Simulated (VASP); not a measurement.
# GaN (C222_1) in VASP: a series of runs

The runs below take GaN through single point, with PBEsol.

Program: VASP 6.6.1. These are calculated values, not measurements. Logs are shortened: lines on timing, memory, paths and dates and some standing lists are left out, and cuts for length are marked.

### 1 The cell of the first run

The structure is orthorhombic, space group C222_1 (No. 20). The conventional cell has a = 4.438 Å, b = 4.498 Å, c = 4.438 Å, α = 90.00°, β = 90.00°, γ = 90.00°. Ga (site symmetry 2) has 4 N at 1.89 to 1.97 Å within 2.5 Å. Within 2.5 Å of N (site symmetry 2) lie 4 Ga at 1.89 to 1.97 Å.

### 2 Single point, PBEsol

INCAR

```
SYSTEM = GaN
  ALGO = Normal
  EDIFF = 1E-7
  ENCUT = 520
  GGA = PS
  ISIF = 2
  ISMEAR = 0
  LASPH = .True.
  LCHARG = .False.
  LREAL = .False.
  LWAVE = .False.
  NBANDS = 26
  NELM = 60
  PREC = Accurate
  SIGMA = 0.05
```

KPOINTS

```
k-points
0
Gamma
  8 8 6
  0 0 0
```

POSCAR

```
GaN
1.0
    0.0000000000     -2.2490913701     -2.2191784549
    0.0000000000      2.2490913701     -2.2191784549
    4.4383569097      0.0000000000      0.0000000000
Ga N
2 2
Direct
    0.4984372640      0.4984372640      0.5000000000
    0.0015627360      0.0015627360      0.0000000000
    0.0128940960      0.4871059040      0.2500000000
    0.4871059040      0.0128940960      0.7500000000
```

Potentials or basis: VASP PAW PBE potentials, release 64 (Ga_d, N).

On the command line:

```
> cat potpaw_PBE.64/Ga_d/POTCAR potpaw_PBE.64/N/POTCAR > POTCAR
> mpirun -np 1 vasp_std > vasp.out
```

OUTCAR:

```text
SYSTEM = GaN
   EDIFF = 1E-7
   ENCUT = 520
   GGA = PS
   ISIF = 2
   ISMEAR = 0
   LASPH = .True.
   LREAL = .False.
   NELM = 60
   PREC = Accurate

 ion  position               nearest neighbor table
   1  0.498  0.498  0.500-   3 1.89   4 1.89   3 1.97   4 1.97
   2  0.002  0.002  0.000-   3 1.89   4 1.89   3 1.97   4 1.97
   3  0.013  0.487  0.250-   1 1.89   2 1.89   2 1.97   1 1.97
   4  0.487  0.013  0.750-   1 1.89   2 1.89   2 1.97   1 1.97

  LATTYP: Found a base centered orthorhombic cell.
 ALAT       =     4.4383569098
 B/A-ratio  =     1.0134792743
 C/A-ratio  =     1.0000000000

  Lattice vectors:

 A1 = (   0.0000000000,  -2.2490913701,  -2.2191784549)
 A2 = (   0.0000000000,   2.2490913701,  -2.2191784549)
 A3 = (   4.4383569097,   0.0000000000,   0.0000000000)

Analysis of symmetry for initial positions (statically):
=====================================================================
 Subroutine PRICEL returns:
 Original cell was already a primitive cell.

 Routine SETGRP: Setting up the symmetry group for a
 base centered orthorhombic supercell.

 Subroutine GETGRP returns: Found  4 space group operations
 (whereof  2 operations were pure point group operations)
 out of a pool of  8 trial point group operations.

The static configuration has the point symmetry C_2 .
 The point group associated with its full space group is D_2 .

Analysis of symmetry for dynamics (positions and initial velocities):
=====================================================================
 Subroutine PRICEL returns:
 Original cell was already a primitive cell.

 Routine SETGRP: Setting up the symmetry group for a
 base centered orthorhombic supercell.

 Subroutine GETGRP returns: Found  4 space group operations
 (whereof  2 operations were pure point group operations)
 out of a pool of  8 trial point group operations.

The dynamic configuration has the point symmetry C_2 .
 The point group associated with its full space group is D_2 .

 Subroutine INISYM returns: Found  4 space group operations
 (whereof  2 operations are pure point group operations),
 and found     1 'primitive' translations

----------------------------------------------------------------------------------------

                                     Primitive cell

[... 90 lines left out ...]
   LSORBIT =      F    spin-orbit coupling
   LASPH  =      T    aspherical Exc in radial PAW
   ENCUT  =  520.0 eV  38.22 Ry    6.18 a.u.   5.87  5.87  8.25*2*pi/ulx,y,z
   NELM   =     60;   NELMIN=  2; NELMDL= -5     # of ELM steps
   EDIFF  = 0.1E-06   stopping-criterion for ELM
   LREAL  =      F    real-space projection
   EDIFFG = 0.1E-05   stopping-criterion for IOM
   NSW    =      0    number of steps for IOM
   IBRION =     -1    ionic relax: 0-MD 1-quasi-New 2-CG
   NFREE  =      0    steps in history (QN), initial steepest desc. (CG)
   ISIF   =      2    stress and relaxation
   ISYM   =      2    0-nonsym 1-usesym 2-fastsym
   POTIM  = 0.5000    time-step for ionic-motion
   TEBEG  =    0.0;   TEEND  =   0.0 temperature during run
   PSTRESS=    0.0 pullay stress
   NELECT =      36.0000    total number of electrons
   NUPDOWN=      -1.0000    fix difference up-down
   EMIN   =  10.00;   EMAX   =-10.00  energy-range for DOS
   EFERMI =   0.00;   METHOD = LEGACY
   ISMEAR =     0;   SIGMA  =   0.05  broadening in eV -4-tet -1-fermi 0-gaus
   EFERMI_NEDOS =   21; number of points for ismear=-14 and -15
   IALGO  =     38    algorithm
   IMIX   =      4    mixing-type and parameters
     AMIX     =   0.40;   BMIX     =  1.00
     AMIX_MAG =   1.60;   BMIX_MAG =  1.00
  volume/ion in A,a.u.               =      11.08        74.75
  Fermi-wavevector in a.u.,A,eV,Ry     =   1.527655  2.886848 31.752302  2.333728
  Thomas-Fermi vector in A             =   2.635521
   LORBIT       =      0    0 simple, 1 ext, 2 COOP (PROOUT), +10 PAW based schemes
   GGA     = PS    functional components
   LHFCALC =     F    Hartree Fock is set to
   AEXX    =    0.0000 exact exchange contribution
   IVDW    =     0    specifies the selected vdW correction
   LEPSILON=     F    determine dielectric tensor
   LRPA    =     F    only Hartree local field effects (RPA)
 non-spin polarized calculation
 Gauss-broadening in eV      SIGMA  =   0.05
  energy-cutoff  :      520.00
  volume of cell :       44.30
 maximum number of plane-waves:      1212
   NGX = 11   NGY = 11   NGZ = 17

 number of electron      35.9999969 magnetization

 Free energy of the ion-electron system (eV)
  ---------------------------------------------------
  ext. energy  EPLUGINS =         0.00000000
  ---------------------------------------------------
  free energy    TOTEN  =       -26.15244258 eV

  energy without entropy =      -26.15244258  energy(sigma->0) =      -26.15244258

 E-fermi :   5.7947     XC(G=0): -12.0779

 val. band max:        5.5440707359   @ k =   0.0000   0.0000   0.0000
 cond. band min:       7.3929297313   @ k =   0.0000   0.0000   0.0000
 fundamental gap:      1.8488589954
 Fermi energy:         5.7946742327

 k-point     1 :       0.0000    0.0000    0.0000
  band No.  band energies     occupation
      1     -10.7194      2.00000
      2      -9.4650      2.00000
      3      -7.9393      2.00000
      4      -7.9300      2.00000
      5      -7.9272      2.00000
      6      -7.8495      2.00000
[... 685 lines left out ...]
     25      16.6336      0.00000
     26      18.2477      0.00000

 [... further k-points ...]

------------------------ aborting loop because EDIFF is reached ----------------------------------------

  FORCE on cell =-STRESS in cart. coord.  units (eV):
  Direction    XX          YY          ZZ          XY          YZ          ZX
  --------------------------------------------------------------------------------------
  -------------------------------------------------------------------------------------
  Total        1.8324229      1.1438249      1.7378318      0.0000000      0.0000000      0.0000000
  in kB       66.2650826     41.3636250     62.8444285      0.0000000      0.0000000      0.0000000
  external PRESSURE =      56.8243787 kB  Pullay stress =       0.0000000 kB

 VOLUME and BASIS-vectors are now :
 -----------------------------------------------------------------------------
  energy-cutoff  :      520.00
  volume of cell :       44.30
      direct lattice vectors                 reciprocal lattice vectors
     0.000000000 -2.249091370 -2.219178455     0.000000000 -0.222312000 -0.225308604
     0.000000000  2.249091370 -2.219178455     0.000000000  0.222312000 -0.225308604
     4.438356910  0.000000000  0.000000000     0.225308604  0.000000000  0.000000000

 POSITION                                       TOTAL-FORCE (eV/Angst)
 -----------------------------------------------------------------------------------
      2.21918      0.00000     -2.21224         0.000000      0.000000     -0.727132
      0.00000      0.00000     -0.00694         0.000000      0.000000      0.727132
      1.10959      1.06655     -1.10959        -0.000000      1.151193      0.000000
      3.32877     -1.06655     -1.10959         0.000000     -1.151193      0.000000
 -----------------------------------------------------------------------------------
    total drift:                               -0.000000      0.000001     -0.000000

  FREE ENERGIE OF THE ION-ELECTRON SYSTEM (eV)
  ---------------------------------------------------
  free  energy   TOTEN  =       -26.1524425764 eV

  energy  without entropy=      -26.1524425764  energy(sigma->0) =      -26.15244258
```

OSZICAR:

```text
N       E                     dE             d eps       ncg     rms          rms(c)
DAV:   1     0.259112989358E+03    0.25911E+03   -0.17910E+04  4964   0.256E+03
DAV:   2     0.254805158975E+01   -0.25656E+03   -0.24266E+03  4776   0.467E+02
DAV:   3    -0.288466695134E+02   -0.31395E+02   -0.30988E+02  5088   0.137E+02
[... 10 lines left out ...]
DAV:  14    -0.261527007627E+02   -0.24187E-03   -0.39210E-04  6640   0.183E-01    0.267E-01
DAV:  15    -0.261524385297E+02    0.26223E-03   -0.54455E-04  6718   0.243E-01    0.193E-02
DAV:  16    -0.261524517241E+02   -0.13194E-04   -0.13971E-04  5660   0.877E-02    0.571E-02
DAV:  17    -0.261524444672E+02    0.72568E-05   -0.13086E-05  6154   0.426E-02    0.304E-02
DAV:  18    -0.261524425439E+02    0.19233E-05   -0.63987E-06  6572   0.202E-02    0.728E-03
DAV:  19    -0.261524425764E+02   -0.32554E-07   -0.59681E-07  4436   0.539E-03
   1 F= -.26152443E+02 E0= -.26152443E+02  d E =-.907461E-15
```

It took 4.1 min on 1 thread of AMD EPYC 7R13, shared host; peak memory 0.18 GiB.

Results:

```
Free energy            : -26.1524 eV
Pressure               : 5.7 GPa
Largest force          : 1.151 eV/Å
Band gap on the k mesh : 1.85 eV
```

Forces in eV/Å, atoms in the order of the input:
```
Ga   0.000  0.000 -0.727
Ga   0.000  0.000  0.727
N    0.000  1.151  0.000
N    0.000 -1.151  0.000
```

Caveat: the PAW data sets were made with another functional, which shifts forces and pressure a little.

### 3 Single point, PBEsol

This run uses another cell than the first one, of 11.38 Å³/atom, 1.027 times its volume.

INCAR

```
SYSTEM = GaN
PREC = Accurate
ENCUT = 520
EDIFF = 1E-6
ISMEAR = 0
SIGMA = 0.05
LREAL = .False.
LASPH = .True.
NELM = 80
ALGO = Normal
ISIF = 2
LWAVE = .False.
LCHARG = .False.
GGA = PS
NBANDS = 26
```

KPOINTS

```
Automatic mesh
0
Gamma
  8 8 6
  0 0 0
```

POSCAR

```
GaN
1.0
    0.0000000000     -2.2490913701     -2.2490913701
    0.0000000000      2.2490913701     -2.2490913701
    4.4981827401      0.0000000000      0.0000000000
Ga N
2 2
Direct
    0.4976558961      0.4976558961      0.5000000000
    0.0023441039      0.0023441039      0.0000000000
    0.0193411440      0.4806588560      0.2500000000
    0.4806588560      0.0193411440      0.7500000000
```

Potentials or basis: VASP PAW PBE potentials, release 64 (Ga_d, N).

On the command line:

```
> cat potpaw_PBE.64/Ga_d/POTCAR potpaw_PBE.64/N/POTCAR > POTCAR
> mpirun -np 1 vasp_std > vasp.out
```

OUTCAR:

```text
SYSTEM = GaN
   PREC = Accurate
   ENCUT = 520
   EDIFF = 1E-6
   ISMEAR = 0
   LREAL = .False.
   LASPH = .True.
   NELM = 80
   ISIF = 2
   GGA = PS

 ion  position               nearest neighbor table
   1  0.498  0.498  0.500-   3 1.89   4 1.89   3 2.01   4 2.01
   2  0.002  0.002  0.000-   3 1.89   4 1.89   3 2.01   4 2.01
   3  0.019  0.481  0.250-   1 1.89   2 1.89   2 2.01   1 2.01
   4  0.481  0.019  0.750-   1 1.89   2 1.89   2 2.01   1 2.01

  LATTYP: Found a simple tetragonal cell.
 ALAT       =     3.1806955186
 C/A-ratio  =     1.4142135623

  Lattice vectors:

 A1 = (   0.0000000000,  -2.2490913701,  -2.2490913701)
 A2 = (   0.0000000000,   2.2490913701,  -2.2490913701)
 A3 = (   4.4981827401,   0.0000000000,   0.0000000000)

Analysis of symmetry for initial positions (statically):
=====================================================================
 Subroutine PRICEL returns:
 Original cell was already a primitive cell.

 Routine SETGRP: Setting up the symmetry group for a
 simple tetragonal supercell.

 Subroutine GETGRP returns: Found  4 space group operations
 (whereof  2 operations were pure point group operations)
 out of a pool of 16 trial point group operations.

The static configuration has the point symmetry C_2 .
 The point group associated with its full space group is D_2 .

Analysis of symmetry for dynamics (positions and initial velocities):
=====================================================================
 Subroutine PRICEL returns:
 Original cell was already a primitive cell.

 Routine SETGRP: Setting up the symmetry group for a
 simple tetragonal supercell.

 Subroutine GETGRP returns: Found  4 space group operations
 (whereof  2 operations were pure point group operations)
 out of a pool of 16 trial point group operations.

The dynamic configuration has the point symmetry C_2 .
 The point group associated with its full space group is D_2 .

 Subroutine INISYM returns: Found  4 space group operations
 (whereof  2 operations are pure point group operations),
[... 119 lines left out ...]
     AMIX     =   0.40;   BMIX     =  1.00
     AMIX_MAG =   1.60;   BMIX_MAG =  1.00
  volume/ion in A,a.u.               =      11.38        76.77
  Fermi-wavevector in a.u.,A,eV,Ry     =   1.514079  2.861195 31.190479  2.292436
  Thomas-Fermi vector in A             =   2.623785
   LORBIT       =      0    0 simple, 1 ext, 2 COOP (PROOUT), +10 PAW based schemes
   GGA     = PS    functional components
   LHFCALC =     F    Hartree Fock is set to
   AEXX    =    0.0000 exact exchange contribution
   IVDW    =     0    specifies the selected vdW correction
   LEPSILON=     F    determine dielectric tensor
   LRPA    =     F    only Hartree local field effects (RPA)
 non-spin polarized calculation
 Gauss-broadening in eV      SIGMA  =   0.05
  energy-cutoff  :      520.00
  volume of cell :       45.51
 maximum number of plane-waves:      1240
   NGX = 11   NGY = 11   NGZ = 17

 number of electron      35.9999982 magnetization

 Free energy of the ion-electron system (eV)
  ---------------------------------------------------
  ext. energy  EPLUGINS =         0.00000000
  ---------------------------------------------------
  free energy    TOTEN  =       -26.09641134 eV

  energy without entropy =      -26.09641134  energy(sigma->0) =      -26.09641134

 E-fermi :   5.5283     XC(G=0): -11.9324

 val. band max:        5.2365404305   @ k =   0.0000   0.0000   0.0000
 cond. band min:       6.9134366967   @ k =   0.0000   0.0000   0.0000
 fundamental gap:      1.6768962663
 Fermi energy:         5.5283362631

 k-point     1 :       0.0000    0.0000    0.0000
  band No.  band energies     occupation
      1     -10.7965      2.00000
      2      -9.6592      2.00000
      3      -8.2145      2.00000
      4      -8.2087      2.00000
      5      -8.2027      2.00000
      6      -8.1211      2.00000
[... 685 lines left out ...]
     25      16.3150      0.00000
     26      17.8404      0.00000

 [... further k-points ...]

------------------------ aborting loop because EDIFF is reached ----------------------------------------

  FORCE on cell =-STRESS in cart. coord.  units (eV):
  Direction    XX          YY          ZZ          XY          YZ          ZX
  --------------------------------------------------------------------------------------
  -------------------------------------------------------------------------------------
  Total        0.5265753      0.0468709      0.3218578      0.0000000      0.0000000      0.0000000
  in kB       18.5391477      1.6501863     11.3316534      0.0000000      0.0000000      0.0000000
  external PRESSURE =      10.5069958 kB  Pullay stress =       0.0000000 kB

 VOLUME and BASIS-vectors are now :
 -----------------------------------------------------------------------------
  energy-cutoff  :      520.00
  volume of cell :       45.51
      direct lattice vectors                 reciprocal lattice vectors
     0.000000000 -2.249091370 -2.249091370     0.000000000 -0.222312000 -0.222312000
     0.000000000  2.249091370 -2.249091370     0.000000000  0.222312000 -0.222312000
     4.498182740  0.000000000  0.000000000     0.222312000  0.000000000  0.000000000

 POSITION                                       TOTAL-FORCE (eV/Angst)
 -----------------------------------------------------------------------------------
      2.24909      0.00000     -2.23855         0.000000      0.000000     -0.959616
      0.00000      0.00000     -0.01054         0.000000      0.000000      0.959616
      1.12455      1.03755     -1.12455        -0.000000      1.588479     -0.000000
      3.37364     -1.03755     -1.12455         0.000000     -1.588479     -0.000000
 -----------------------------------------------------------------------------------
    total drift:                               -0.000000      0.000000     -0.000000

  FREE ENERGIE OF THE ION-ELECTRON SYSTEM (eV)
  ---------------------------------------------------
  free  energy   TOTEN  =       -26.0964113395 eV

  energy  without entropy=      -26.0964113395  energy(sigma->0) =      -26.09641134
```

OSZICAR:

```text
N       E                     dE             d eps       ncg     rms          rms(c)
DAV:   1     0.261390970114E+03    0.26139E+03   -0.17979E+04  4954   0.254E+03
DAV:   2     0.385956551383E+01   -0.25753E+03   -0.24281E+03  4744   0.470E+02
DAV:   3    -0.286837918421E+02   -0.32543E+02   -0.32099E+02  5126   0.138E+02
DAV:   4    -0.297593016761E+02   -0.10755E+01   -0.10712E+01  5262   0.269E+01
DAV:   5    -0.297819725241E+02   -0.22671E-01   -0.22642E-01  5282   0.380E+00    0.103E+01
DAV:   6    -0.260868466019E+02    0.36951E+01   -0.84979E+00  7324   0.491E+01    0.308E+00
DAV:   7    -0.261406640565E+02   -0.53817E-01   -0.12525E+00  4646   0.813E+00    0.264E+00
DAV:   8    -0.261162001851E+02    0.24464E-01   -0.18909E-01  7222   0.484E+00    0.111E+00
DAV:   9    -0.260959292519E+02    0.20271E-01   -0.55241E-02  7026   0.386E+00    0.345E-01
DAV:  10    -0.260964568635E+02   -0.52761E-03   -0.61159E-03  4578   0.533E-01    0.121E-01
DAV:  11    -0.260964218596E+02    0.35004E-04   -0.33891E-04  6486   0.373E-01    0.607E-02
DAV:  12    -0.260964192066E+02    0.26530E-05   -0.41023E-05  4754   0.512E-02    0.555E-02
DAV:  13    -0.260964125705E+02    0.66361E-05   -0.94558E-06  5424   0.214E-02    0.148E-02
DAV:  14    -0.260964115183E+02    0.10522E-05   -0.12656E-05  5426   0.451E-02    0.162E-02
DAV:  15    -0.260964113395E+02    0.17884E-06   -0.21425E-06  3698   0.114E-02
   1 F= -.26096411E+02 E0= -.26096411E+02  d E =-.118836E-18
```

Wall time 3.3 min (1 thread of AMD EPYC 7R13, shared host); peak memory 0.18 GiB.

What came out:

| Property | Result |
| --- | --- |
| Free energy | -26.0964 eV |
| Pressure | 1.1 GPa |
| Largest force | 1.588 eV/Å |
| Band gap on the k mesh | 1.68 eV |

Forces in eV/Å, atoms in the order of the input:
```
Ga   0.000  0.000 -0.960
Ga   0.000  0.000  0.960
N    0.000  1.588  0.000
N    0.000 -1.588  0.000
```

Caveat: the PAW data sets were made with another functional, which shifts forces and pressure a little. PBEsol gaps usually lie below the measured ones, often by a third to a half.

[end of part 1 of 2]
